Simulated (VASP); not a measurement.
Wanted: the native input for a VASP 6.6.1 run.

```yaml
Task: single point
Functional: PBE
Potentials_or_basis: VASP PAW PBE potentials, release 64 (Pb_d, Te)
Cutoff: 520 eV
k_mesh: 10 × 10 × 8
Occupations: gaussian, width 0.05 eV
Spin: no spin polarisation
Dipole_correction: no
Further_INCAR_settings: ALGO = Normal; EDIFF = 1e-07; NBANDS = 17
```

The structure of TePb lies in POSCAR:

```
TePb
1.0
    4.5322260122      0.0000000000      0.0000000000
   -2.2661130061      3.9250228622      0.0000000000
    0.0000000000      0.0000000000      4.2113891438
Pb Te
1 1
Direct
    0.0000000000      0.0000000000      0.0000000000
    0.6666666667      0.3333333333      0.5000000000
```

This cell differs from its parent crystal: volume scaled by 1.040.

One way to write it, as run:

INCAR

```
PREC = Accurate ; ENCUT = 520
EDIFF = 1E-7 ; ISMEAR = 0
SIGMA = 0.05 ; LREAL = False
LASPH = True ; NELM = 60
ALGO = Normal ; ISIF = 2
LWAVE = False ; LCHARG = False
GGA = PE ; NBANDS = 17
```

KPOINTS

```
regular mesh
0
Gamma
  10 10 8
```

Potentials or basis: VASP PAW PBE potentials, release 64 (Pb_d, Te).

Launch:

```console
$ cat potpaw_PBE.64/Pb_d/POTCAR potpaw_PBE.64/Te/POTCAR > POTCAR
$ mpirun -np 1 vasp_std > vasp.out
```

It gave:

- Pressure: -1.2 GPa
- Band gap on the k mesh: zero (band 10 reaches 4.69 eV, above the bottom of band 11 at 4.37 eV)

Caveat: spin-orbit coupling is left out, which moves the levels of the heavy elements.

Run time: 45 s on 1 thread of AMD EPYC 9R45 96-Core Processor (Zen 5) (shared host), peak memory 0.22 GiB.
